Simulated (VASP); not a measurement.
# Ni in VASP: further runs, part 2 of 2

VASP 6.6.1.

**3. Single point, PBEsol**

This run uses another cell than the first one: it holds 1 atom, not 3.

Input file INCAR:

```
PREC = Accurate ; ENCUT = 520
EDIFF = 1E-6 ; ISMEAR = 0
SIGMA = 0.1 ; LREAL = False
LASPH = True ; NELM = 100
ALGO = Normal ; ISIF = 2
LWAVE = False ; LCHARG = False
GGA = PS ; NBANDS = 11
```

Input file KPOINTS:

```
Automatic mesh
0
Gamma
  28 28 28
```

Input file POSCAR:

```
Ni
1.0
   -1.3742438983      1.3742438983      1.3742438983
    1.3742438983     -1.3742438983      1.3742438983
    1.3742438983      1.3742438983     -1.3742438983
Ni
1
Direct
    0.0000000000      0.0000000000      0.0000000000
```

Potentials or basis: VASP PAW PBE potentials, release 64 (Ni).

Run with:

```bash
cat potpaw_PBE.64/Ni/POTCAR > POTCAR
mpirun -np 1 vasp_std > vasp.out
```

OUTCAR:

```text
PREC = Accurate
   ENCUT = 520
   EDIFF = 1E-6
   ISMEAR = 0
   LREAL = False
   LASPH = True
   NELM = 100
   ISIF = 2
   GGA = PS

 ion  position               nearest neighbor table
   1  0.000  0.000  0.000-

  LATTYP: Found a body centered cubic cell.
 ALAT       =     2.7484877966

  Lattice vectors:

 A1 = (  -1.3742438983,   1.3742438983,   1.3742438983)
 A2 = (   1.3742438983,  -1.3742438983,   1.3742438983)
 A3 = (   1.3742438983,   1.3742438983,  -1.3742438983)

Analysis of symmetry for initial positions (statically):
=====================================================================
 Subroutine PRICEL returns:
 Original cell was already a primitive cell.

 Routine SETGRP: Setting up the symmetry group for a
 body centered cubic supercell.

 Subroutine GETGRP returns: Found 48 space group operations
 (whereof 48 operations were pure point group operations)
 out of a pool of 48 trial point group operations.

The static configuration has the point symmetry O_h .

[... 164 lines left out ...]
 Fermi energy:         9.6558503610

 k-point     1 :       0.0000    0.0000    0.0000
  band No.  band energies     occupation
      1       0.4751      2.00000
      2       7.6342      2.00000
      3       7.6342      2.00000
      4       7.6342      2.00000
      5       9.0817      2.00000
      6       9.0817      2.00000
      7      36.6226      0.00000
      8      36.6226      0.00000
      9      36.6226      0.00000
     10      41.8512      0.00000
     11      41.8512      0.00000
[... 309 lines left out ...]
 k-point    24 :       0.3214    0.0357    0.0000
  band No.  band energies     occupation
      1       4.3392      2.00000
      2       6.8474      2.00000
      3       7.7486      2.00000
      4       8.9319      2.00000
      5       9.2159      2.00000
      6       9.4918      1.97969
      7      21.5640      0.00000
      8      30.1823      0.00000
      9      31.9073      0.00000
     10      34.9857      0.00000
     11      38.4307      0.00000

 [... further k-points ...]

------------------------ aborting loop because EDIFF is reached ----------------------------------------

  FORCE on cell =-STRESS in cart. coord.  units (eV):
  Direction    XX          YY          ZZ          XY          YZ          ZX
  --------------------------------------------------------------------------------------
  -------------------------------------------------------------------------------------
  Total       -0.0008511     -0.0008511     -0.0008511     -0.0000000     -0.0000000      0.0000000
  in kB       -0.1313460     -0.1313460     -0.1313460     -0.0000000     -0.0000000      0.0000000
  external PRESSURE =      -0.1313460 kB  Pullay stress =       0.0000000 kB

 VOLUME and BASIS-vectors are now :
 -----------------------------------------------------------------------------
  energy-cutoff  :      520.00
  volume of cell :       10.38
      direct lattice vectors                 reciprocal lattice vectors
    -1.374243898  1.374243898  1.374243898     0.000000000  0.363836434  0.363836434
     1.374243898 -1.374243898  1.374243898     0.363836434  0.000000000  0.363836434
     1.374243898  1.374243898 -1.374243898     0.363836434  0.363836434  0.000000000

 POSITION                                       TOTAL-FORCE (eV/Angst)
 -----------------------------------------------------------------------------------
      0.00000      0.00000      0.00000         0.000000     -0.000000      0.000000
 -----------------------------------------------------------------------------------
    total drift:                                0.000000      0.000000      0.000000

  FREE ENERGIE OF THE ION-ELECTRON SYSTEM (eV)
  ---------------------------------------------------
  free  energy   TOTEN  =        -6.0301340994 eV

  energy  without entropy=       -6.0207193777  energy(sigma->0) =       -6.02542674
```

OSZICAR:

```text
N       E                     dE             d eps       ncg     rms          rms(c)
DAV:   1     0.280184566327E+02    0.28018E+02   -0.49164E+03 14253   0.125E+03
DAV:   2    -0.627748272609E+01   -0.34296E+02   -0.32550E+02 14184   0.173E+02
DAV:   3    -0.719751897758E+01   -0.92004E+00   -0.90831E+00 15338   0.327E+01
DAV:   4    -0.720514495621E+01   -0.76260E-02   -0.76238E-02 15554   0.267E+00
DAV:   5    -0.720530219352E+01   -0.15724E-03   -0.15723E-03 15766   0.365E-01    0.106E+01
DAV:   6    -0.635085413567E+01    0.85445E+00   -0.14895E+01 16056   0.554E+01    0.539E+00
DAV:   7    -0.605267237196E+01    0.29818E+00   -0.23887E+00 16089   0.206E+01    0.185E+00
DAV:   8    -0.603206823739E+01    0.20604E-01   -0.37792E-02 19725   0.195E+00    0.496E-01
DAV:   9    -0.603012452636E+01    0.19437E-02   -0.10802E-03 18778   0.308E-01    0.554E-02
DAV:  10    -0.603013433107E+01   -0.98047E-05   -0.41375E-05 20690   0.410E-02    0.332E-02
DAV:  11    -0.603013409945E+01    0.23162E-06   -0.10422E-06 10677   0.165E-02
   1 F= -.60301341E+01 E0= -.60254267E+01  d E =-.941472E-02
```

Wall time 35 s (1 thread of Intel Xeon Platinum 8488C (Sapphire Rapids), shared host); peak memory 0.18 GiB.

What came out:

```
Free energy            : -6.0301 eV
Pressure               : 0.0 GPa
Band gap on the k mesh : zero (band 5 reaches 10.09 eV, above the bottom of band 6 at 9.01 eV)
```

Levels at points of the mesh, in eV from the Fermi level:
```csv
k point,band 3,band 4,band 5,band 6,band 7,band 8
"(0.00, 0.00, 0.00)",-2.02,-2.02,-0.57,-0.57,26.97,26.97
"(0.50, 0.00, 0.00)",-0.63,-0.40,0.24,0.44,7.07,19.56
"(0.50, 0.50, 0.50)",0.19,0.19,0.19,10.12,10.12,10.12
```

Caveat: the PAW data sets were made with another functional, which shifts forces and pressure a little; the run has no spin polarisation, though such a crystal can be magnetic. Spin polarisation is off, so any magnetic state and its effect on volume and gap are missing.

**4. Relaxation of cell and atoms, PBEsol**

This run uses another cell than the first one: it holds 1 atom, not 3.

Input file INCAR:

```
SYSTEM = Ni
PREC     = Accurate       ! precision mode
ENCUT    = 600            ! plane-wave cutoff, eV
EDIFF    = 1E-7           ! SCF threshold, eV
ISMEAR   = 0              ! smearing method
SIGMA    = 0.1            ! smearing width, eV
LREAL    = .False.        ! projectors in reciprocal space
LASPH    = .True.         ! aspherical terms in the spheres
NELM     = 100            ! most SCF steps
ALGO     = Normal         ! electronic algorithm
ISIF     = 3              ! what is computed and relaxed
LWAVE    = .False.        ! write WAVECAR
LCHARG   = .False.        ! write CHGCAR
GGA      = PS             ! functional
IBRION   = 2              ! ionic algorithm
NSW      = 100            ! ionic steps
EDIFFG   = -0.01          ! ionic threshold
```

Input file KPOINTS:

```
regular mesh
0
Gamma
  28 28 28
  0 0 0
```

POSCAR is that of step 3.

Run with:

```bash
cat potpaw_PBE.64/Ni/POTCAR > POTCAR
mpirun -np 1 vasp_std > vasp.out
```

Wall time 40 s (1 thread of Intel Xeon Platinum 8488C (Sapphire Rapids), shared host); peak memory 0.19 GiB.

The run converged. Its results:

| Quantity | Value |
| --- | --- |
| Free energy | -6.0299 eV |
| Pressure after relaxing | -0.1 GPa |
| Band gap on the k mesh | zero (band 5 reaches 10.09 eV, above the bottom of band 6 at 9.01 eV) |

Final structure:
```cif
data_structure
_symmetry_space_group_name_H-M 'P 1'
_symmetry_Int_Tables_number 1
_cell_length_a 2.3803
_cell_length_b 2.3803
_cell_length_c 2.3803
_cell_angle_alpha 109.471
_cell_angle_beta 109.471
_cell_angle_gamma 109.471
_cell_volume 10.38
loop_
_atom_site_label
_atom_site_type_symbol
_atom_site_fract_x
_atom_site_fract_y
_atom_site_fract_z
_atom_site_occupancy
Ni1 Ni 0.00000 0.00000 0.00000 1
```

Levels at points of the mesh, in eV from the Fermi level:
| k point | band 3 | band 4 | band 5 | band 6 | band 7 | band 8 |
| --- | --- | --- | --- | --- | --- | --- |
| (0.00, 0.00, 0.00) | -2.02 | -2.02 | -0.57 | -0.57 | 26.97 | 26.97 |
| (0.50, 0.00, 0.00) | -0.63 | -0.40 | 0.24 | 0.44 | 7.07 | 19.56 |
| (0.50, 0.50, 0.50) | 0.19 | 0.19 | 0.19 | 10.12 | 10.12 | 10.12 |

Caveat: the relaxation stopped at its first step, so nothing moved; the PAW data sets were made with another functional, which shifts forces and pressure a little; the run has no spin polarisation, though such a crystal can be magnetic. Spin polarisation is off, so any magnetic state and its effect on volume and gap are missing.

**5. Summary**

| task | spin | cell | k mesh | cutoff (eV) | gap on the mesh (eV) | pressure (GPa) |
| --- | --- | --- | --- | --- | --- | --- |
| single point | collinear, ferromagnetic start | a = 3.885, b = 3.885, c = 2.382 Å, angles 90.0, 90.0, 120.0°, 3 atoms | 6 × 6 × 6 | 520 | none | -0.1 |
| single point | off | a = 2.380 Å, angles 109.5°, 1 atom | 28 × 28 × 28 | 520 | none | 0.0 |
| relaxation of cell and atoms | off | relaxed from a = 2.380 Å, angles 109.5°, 1 atom | 28 × 28 × 28 | 600 | none | -0.1 |

Alike in all rows: level PBEsol; potentials or basis VASP PAW PBE potentials, release 64 (Ni); smearing gaussian 0.1 eV.

Caveats: some runs use coarse meshes; the PAW data sets were made with another functional, which shifts forces and pressure a little; the relaxation stopped at its first step, so nothing moved (some runs).

Absolute energies hang on the potentials; compare differences alone.
